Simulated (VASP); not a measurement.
# Al (Im-3m) in VASP: a series of runs

Al is run at these levels: PBE, PBE0; tasks: single point.

All numbers are computed with VASP 6.6.1; they aren't measurements. Logs are shortened: lines on timing, memory, paths and dates and some standing lists are left out, and cuts for length are marked.

### Step 1. The cell of the first run

The structure is cubic, space group Im-3m (No. 229). The conventional cell has a = 3.245 Å, b = 3.245 Å, c = 3.245 Å, α = 90.00°, β = 90.00°, γ = 90.00°. Within 3.7 Å of Al (site symmetry m-3m) lie 14 Al at 2.81 to 3.24 Å.

### Step 2. Single point, PBE (volume scaled by 1.06)

File INCAR:

```
SYSTEM = Al
ALGO = Normal
EDIFF = 1E-6
ENCUT = 520
GGA = PE
ISIF = 2
ISMEAR = -1
LASPH = .True.
LCHARG = .True.
LELF = .True.
LREAL = .False.
LVHAR = .True.
LWAVE = .False.
NBANDS = 8
NELM = 80
PREC = Accurate
SIGMA = 0.05
```

File KPOINTS:

```
k-points
0
Gamma
  12 12 12
  0 0 0
```

File POSCAR:

```
Al
1.0
   -1.6224269796      1.6224269796      1.6224269796
    1.6224269796     -1.6224269796      1.6224269796
    1.6224269796      1.6224269796     -1.6224269796
Al
1
Direct
    0.0000000000      0.0000000000      0.0000000000
```

Potentials or basis: VASP PAW PBE potentials, release 64 (Al).

On the command line:

```bash
cat potpaw_PBE.64/Al/POTCAR > POTCAR
mpirun -np 1 vasp_std > vasp.out
```

OUTCAR:

```text
SYSTEM = Al
   EDIFF = 1E-6
   ENCUT = 520
   GGA = PE
   ISIF = 2
   ISMEAR = -1
   LASPH = .True.
   LREAL = .False.
   NELM = 80
   PREC = Accurate

 ion  position               nearest neighbor table
   1  0.000  0.000  0.000-

  LATTYP: Found a body centered cubic cell.
 ALAT       =     3.2448539592

  Lattice vectors:

 A1 = (  -1.6224269796,   1.6224269796,   1.6224269796)
 A2 = (   1.6224269796,  -1.6224269796,   1.6224269796)
 A3 = (   1.6224269796,   1.6224269796,  -1.6224269796)

Analysis of symmetry for initial positions (statically):
=====================================================================
 Subroutine PRICEL returns:
 Original cell was already a primitive cell.

 Routine SETGRP: Setting up the symmetry group for a
 body centered cubic supercell.

 Subroutine GETGRP returns: Found 48 space group operations
 (whereof 48 operations were pure point group operations)
 out of a pool of 48 trial point group operations.

The static configuration has the point symmetry O_h .

Analysis of symmetry for dynamics (positions and initial velocities):
=====================================================================
 Subroutine PRICEL returns:
 Original cell was already a primitive cell.

 Routine SETGRP: Setting up the symmetry group for a
 body centered cubic supercell.

 Subroutine GETGRP returns: Found 48 space group operations
 (whereof 48 operations were pure point group operations)
 out of a pool of 48 trial point group operations.

The dynamic configuration has the point symmetry O_h .

 Subroutine INISYM returns: Found 48 space group operations
 (whereof 48 operations are pure point group operations),
 and found     1 'primitive' translations

----------------------------------------------------------------------------------------

                                     Primitive cell

  volume of cell :      17.0827

  direct lattice vectors                    reciprocal lattice vectors
    -1.622426980  1.622426980  1.622426980     0.000000000  0.308180279  0.308180279
     1.622426980 -1.622426980  1.622426980     0.308180279  0.000000000  0.308180279
     1.622426980  1.622426980 -1.622426980     0.308180279  0.308180279  0.000000000

  length of vectors
     2.810125960  2.810125960  2.810125960     0.435832731  0.435832731  0.435832731

  position of ions in fractional coordinates (direct lattice)
     0.000000000  0.000000000  0.000000000

  ion indices of the primitive-cell ions
[... 75 lines left out ...]
   LREAL  =      F    real-space projection
   EDIFFG = 0.1E-04   stopping-criterion for IOM
   NSW    =      0    number of steps for IOM
   IBRION =     -1    ionic relax: 0-MD 1-quasi-New 2-CG
   NFREE  =      0    steps in history (QN), initial steepest desc. (CG)
   ISIF   =      2    stress and relaxation
   ISYM   =      2    0-nonsym 1-usesym 2-fastsym
   POTIM  = 0.5000    time-step for ionic-motion
   TEBEG  =    0.0;   TEEND  =   0.0 temperature during run
   PSTRESS=    0.0 pullay stress
   NELECT =       3.0000    total number of electrons
   NUPDOWN=      -1.0000    fix difference up-down
   EMIN   =  10.00;   EMAX   =-10.00  energy-range for DOS
   EFERMI =   0.00;   METHOD = LEGACY
   ISMEAR =    -1;   SIGMA  =   0.05  broadening in eV -4-tet -1-fermi 0-gaus
   EFERMI_NEDOS =   21; number of points for ismear=-14 and -15
   IALGO  =     38    algorithm
   IMIX   =      4    mixing-type and parameters
     AMIX     =   0.40;   BMIX     =  1.00
     AMIX_MAG =   1.60;   BMIX_MAG =  1.00
  volume/ion in A,a.u.               =      17.08       115.28
  Fermi-wavevector in a.u.,A,eV,Ry     =   0.916776  1.732456 11.435411  0.840479
  Thomas-Fermi vector in A             =   2.041670
   LORBIT       =      0    0 simple, 1 ext, 2 COOP (PROOUT), +10 PAW based schemes
   GGA     = PE    functional components
   LHFCALC =     F    Hartree Fock is set to
   AEXX    =    0.0000 exact exchange contribution
   IVDW    =     0    specifies the selected vdW correction
   LEPSILON=     F    determine dielectric tensor
   LRPA    =     F    only Hartree local field effects (RPA)
 non-spin polarized calculation
  energy-cutoff  :      520.00
  volume of cell :       17.08
 maximum number of plane-waves:       474
 NGX is ok and might be reduce to    24
   NGX = 11   NGY = 11   NGZ = 11

 number of electron       3.0000000 magnetization

 Free energy of the ion-electron system (eV)
  ---------------------------------------------------
  ext. energy  EPLUGINS =         0.00000000
  ---------------------------------------------------
  free energy    TOTEN  =        -3.64657850 eV

  energy without entropy =       -3.64257254  energy(sigma->0) =       -3.64457552

 E-fermi :   7.6101     XC(G=0): -10.0760

 val. band max:        7.5951899370   @ k =   0.3333   0.2500   0.0833
 cond. band min:       7.6824953772   @ k =  -0.4167   0.4167   0.2500
 fundamental gap:      0.0873054402
 Fermi energy:         7.6100639419

 k-point     1 :       0.0000    0.0000    0.0000
  band No.  band energies     occupation
      1      -3.2490      2.00000
      2      20.7031      0.00000
      3      20.7031      0.00000
      4      20.7031      0.00000
      5      21.8440      0.00000
      6      21.8440      0.00000
      7      21.8440      0.00000
      8      23.6963      0.00000
[... 243 lines left out ...]
 k-point    24 :       0.4167    0.0833    0.0833
  band No.  band energies     occupation
      1       3.8177      2.00000
      2       4.2036      2.00000
      3      12.5354      0.00000
      4      13.0150      0.00000
      5      21.3069      0.00000
      6      21.7838      0.00000
      7      28.1902      0.00000
      8      29.3472      0.00000

 [... further k-points ...]

------------------------ aborting loop because EDIFF is reached ----------------------------------------

  FORCE on cell =-STRESS in cart. coord.  units (eV):
  Direction    XX          YY          ZZ          XY          YZ          ZX
  --------------------------------------------------------------------------------------
  -------------------------------------------------------------------------------------
  Total       -0.0641848     -0.0641848     -0.0641848      0.0000000      0.0000000     -0.0000000
  in kB       -6.0198738     -6.0198738     -6.0198738      0.0000000      0.0000000     -0.0000000
  external PRESSURE =      -6.0198738 kB  Pullay stress =       0.0000000 kB

 VOLUME and BASIS-vectors are now :
 -----------------------------------------------------------------------------
  energy-cutoff  :      520.00
  volume of cell :       17.08
      direct lattice vectors                 reciprocal lattice vectors
    -1.622426980  1.622426980  1.622426980     0.000000000  0.308180279  0.308180279
     1.622426980 -1.622426980  1.622426980     0.308180279  0.000000000  0.308180279
     1.622426980  1.622426980 -1.622426980     0.308180279  0.308180279  0.000000000

 POSITION                                       TOTAL-FORCE (eV/Angst)
 -----------------------------------------------------------------------------------
      0.00000      0.00000      0.00000         0.000000     -0.000000      0.000000
 -----------------------------------------------------------------------------------
    total drift:                                0.000000      0.000000      0.000000

  FREE ENERGIE OF THE ION-ELECTRON SYSTEM (eV)
  ---------------------------------------------------
  free  energy   TOTEN  =        -3.6465785045 eV

  energy  without entropy=       -3.6425725421  energy(sigma->0) =       -3.64457552
```

It took 2.8 s on 1 thread of Intel Xeon 6975P-C (Granite Rapids), shared host; peak memory 0.13 GiB.

What came out:

| Item | Value |
| --- | --- |
| Free energy | -3.6466 eV |
| Pressure | -0.6 GPa |

Caveat: the cell differs from its parent crystal (volume scaled by 1.06).

### Step 3. Single point, PBE0

This run uses another cell than the first one, of 15.15 Å³/atom, 0.887 times its volume.

File POSCAR:

```
Al
1.0
   -1.5587357247      1.5587357247      1.5587357247
    1.5587357247     -1.5587357247      1.5587357247
    1.5587357247      1.5587357247     -1.5587357247
Al
1
Direct
    0.0000000000      0.0000000000      0.0000000000
```

File INCAR.step1:

```
SYSTEM = Al
  ALGO = Normal
  EDIFF = 1E-5
  ENCUT = 520
  GGA = PE
  ISIF = 2
  ISMEAR = -1
  LASPH = .True.
  LREAL = .False.
  LWAVE = .True.
  NBANDS = 8
  NELM = 100
  PREC = Accurate
  SIGMA = 0.05
```

File INCAR.step2:

```
SYSTEM = Al
  AEXX = 0.25
  ALGO = Normal
  EDIFF = 1E-6
  ENCUT = 520
  GGA = PE
  ISIF = 2
  ISMEAR = -1
  ISTART = 1
  LASPH = .True.
  LCHARG = .True.
  LELF = .True.
  LHFCALC = .True.
  LREAL = .False.
  LVHAR = .True.
  LWAVE = .False.
  NBANDS = 8
  NELM = 100
  PREC = Accurate
  PRECFOCK = Normal
  SIGMA = 0.05
```

File KPOINTS:

```
k-points
0
Gamma
  6 6 6
  0 0 0
```

Potentials or basis: VASP PAW PBE potentials, release 64 (Al).

On the command line:

```bash
cat potpaw_PBE.64/Al/POTCAR > POTCAR
cp INCAR.step1 INCAR
mpirun -np 1 vasp_std > vasp.out
cp INCAR.step2 INCAR
mpirun -np 1 vasp_std > vasp.out
```

OUTCAR:

```text
SYSTEM = Al
   AEXX = 0.25
   EDIFF = 1E-6
   ENCUT = 520
   GGA = PE
   ISIF = 2
   ISMEAR = -1
   ISTART = 1
   LASPH = .True.
   LHFCALC = .True.
   LREAL = .False.
   NELM = 100
   PREC = Accurate
   PRECFOCK = Normal

 ion  position               nearest neighbor table
   1  0.000  0.000  0.000-

  LATTYP: Found a body centered cubic cell.
 ALAT       =     3.1174714494

  Lattice vectors:

 A1 = (  -1.5587357247,   1.5587357247,   1.5587357247)
 A2 = (   1.5587357247,  -1.5587357247,   1.5587357247)
 A3 = (   1.5587357247,   1.5587357247,  -1.5587357247)

Analysis of symmetry for initial positions (statically):
=====================================================================
 Subroutine PRICEL returns:
 Original cell was already a primitive cell.

 Routine SETGRP: Setting up the symmetry group for a
 body centered cubic supercell.

 Subroutine GETGRP returns: Found 48 space group operations
[... 9 lines left out ...]

 Routine SETGRP: Setting up the symmetry group for a
 body centered cubic supercell.

 Subroutine GETGRP returns: Found 48 space group operations
[... 11 lines left out ...]
                                     Primitive cell

  volume of cell :      15.1488

  direct lattice vectors                    reciprocal lattice vectors
    -1.558735725  1.558735725  1.558735725     0.000000000  0.320772785  0.320772785
     1.558735725 -1.558735725  1.558735725     0.320772785  0.000000000  0.320772785
     1.558735725  1.558735725 -1.558735725     0.320772785  0.320772785  0.000000000

  length of vectors
     2.699809471  2.699809471  2.699809471     0.453641223  0.453641223  0.453641223

  position of ions in fractional coordinates (direct lattice)
     0.000000000  0.000000000  0.000000000

  ion indices of the primitive-cell ions
   primitive index   ion index
                 1           1

[... 86 lines left out ...]
   LORBIT       =      0    0 simple, 1 ext, 2 COOP (PROOUT), +10 PAW based schemes
   GGA     = PE    functional components
   LHFCALC =     T    Hartree Fock is set to
   PRECFOCK=normal    Normal, Fast or Accurate (Low or Medium for compatibility)
   ENCUT4O =  -1.0   cutoff for four orbital integrals eV
   NKREDX  =     1    reduce k-point grid by
   NKREDY  =     1    reduce k-point grid by
   NKREDZ  =     1    reduce k-point grid by
   AEXX    =    0.2500 exact exchange contribution
   HFSCREEN=    0.0000 screening length (either q_TF or 0.3 A-1)
   HFSCREENC=   0.0000 screening length for correlation (either q_TF or 0.3 A-1)
   ENCUTFOCK=  -1.0 apply spherical cutoff to Coloumb kernel
   IVDW    =     0    specifies the selected vdW correction
   LEPSILON=     F    determine dielectric tensor
   LRPA    =     F    only Hartree local field effects (RPA)
 non-spin polarized calculation
  energy-cutoff  :      520.00
  volume of cell :       15.15
 maximum number of plane-waves:       420
  NGX = 16; NGY = 16; NGZ = 16

 number of electron       3.0000000 magnetization

 Free energy of the ion-electron system (eV)
  ---------------------------------------------------
  ext. energy  EPLUGINS =         0.00000000
  ---------------------------------------------------
  free energy    TOTEN  =        -4.32885088 eV

  energy without entropy =       -4.32466455  energy(sigma->0) =       -4.32675772

 E-fermi :   9.1110     XC(G=0):  -8.2647

 val. band max:        7.6970842255   @ k =   0.5000   0.5000   0.3333
 cond. band min:       9.2082753220   @ k =  -0.3333   0.5000   0.1667
 fundamental gap:      1.5111910965
 Fermi energy:         9.1109798144

 k-point     1 :       0.0000    0.0000    0.0000
  band No.  band energies     occupation
      1      -4.8974      2.00000
      2      24.3131      0.00000
      3      24.3131      0.00000
      4      24.3131      0.00000
      5      26.5615      0.00000
      6      26.5615      0.00000
      7      26.5615      0.00000
      8      27.4678      0.00000
[... 155 lines left out ...]
 k-point    16 :       0.5000    0.5000    0.5000
  band No.  band energies     occupation
      1      13.0555      0.00000
      2      13.0555      0.00000
      3      13.0555      0.00000
      4      13.8507      0.00000
      5      13.8507      0.00000
      6      17.6867      0.00000
      7      37.7733      0.00000
      8      37.7733      0.00000

------------------------ aborting loop because EDIFF is reached ----------------------------------------

  FORCE on cell =-STRESS in cart. coord.  units (eV):
  Direction    XX          YY          ZZ          XY          YZ          ZX
  --------------------------------------------------------------------------------------
  -------------------------------------------------------------------------------------
  Total        0.9103341      0.9103341      0.9103341      0.0000000      0.0000000      0.0000000
  in kB       96.2795225     96.2795225     96.2795225      0.0000000      0.0000000      0.0000000
  external PRESSURE =      96.2795225 kB  Pullay stress =       0.0000000 kB

 VOLUME and BASIS-vectors are now :
 -----------------------------------------------------------------------------
  energy-cutoff  :      520.00
  volume of cell :       15.15
      direct lattice vectors                 reciprocal lattice vectors
    -1.558735725  1.558735725  1.558735725     0.000000000  0.320772785  0.320772785
     1.558735725 -1.558735725  1.558735725     0.320772785  0.000000000  0.320772785
     1.558735725  1.558735725 -1.558735725     0.320772785  0.320772785  0.000000000

 POSITION                                       TOTAL-FORCE (eV/Angst)
 -----------------------------------------------------------------------------------
      0.00000      0.00000      0.00000         0.000000      0.000000      0.000000
 -----------------------------------------------------------------------------------
    total drift:                                0.000000      0.000000      0.000000

  FREE ENERGIE OF THE ION-ELECTRON SYSTEM (eV)
  ---------------------------------------------------
  free  energy   TOTEN  =        -4.3288508829 eV

  energy  without entropy=       -4.3246645477  energy(sigma->0) =       -4.32675772
```

OUTCAR.step1:

```text
SYSTEM = Al
   EDIFF = 1E-5
   ENCUT = 520
   GGA = PE
   ISIF = 2
   ISMEAR = -1
   LASPH = .True.
[... 381 lines left out ...]
 -----------------------------------------------------------------------------------
      0.00000      0.00000      0.00000         0.000000      0.000000      0.000000
 -----------------------------------------------------------------------------------
    total drift:                                0.000000      0.000000     -0.000000

  FREE ENERGIE OF THE ION-ELECTRON SYSTEM (eV)
  ---------------------------------------------------
  free  energy   TOTEN  =        -3.6526660235 eV

  energy  without entropy=       -3.6484796601  energy(sigma->0) =       -3.65057284
```

OSZICAR.step1:

```text
N       E                     dE             d eps       ncg     rms          rms(c)
DAV:   1    -0.205278678904E+01   -0.20528E+01   -0.90487E+02   256   0.205E+02
DAV:   2    -0.367242860469E+01   -0.16196E+01   -0.15780E+01   344   0.195E+01
DAV:   3    -0.367841106844E+01   -0.59825E-02   -0.59825E-02   360   0.145E+00
DAV:   4    -0.367842685609E+01   -0.15788E-04   -0.15789E-04   328   0.642E-02
DAV:   5    -0.367842696996E+01   -0.11387E-06   -0.11355E-06   328   0.476E-03    0.139E+00
DAV:   6    -0.366322870433E+01    0.15198E-01   -0.15148E-03   256   0.176E-01    0.797E-01
DAV:   7    -0.365267110199E+01    0.10558E-01   -0.46086E-03   296   0.287E-01    0.157E-01
DAV:   8    -0.365266602350E+01    0.50785E-05   -0.18392E-05   344   0.291E-02
   1 F= -.36526660E+01 E0= -.36505728E+01  d E =-.418636E-02
```

It took 49 s on 1 thread of Intel Xeon Platinum 8259CL at 2.50GHz (Skylake/Cascade Lake), shared host; peak memory 0.12 GiB.

Results:

```yaml
Free_energy: -4.3289 eV
Pressure: 9.6 GPa
```

Caveat: the k points lie up to 0.48 Å⁻¹ apart; the PAW data sets were made with another functional, which shifts forces and pressure a little.
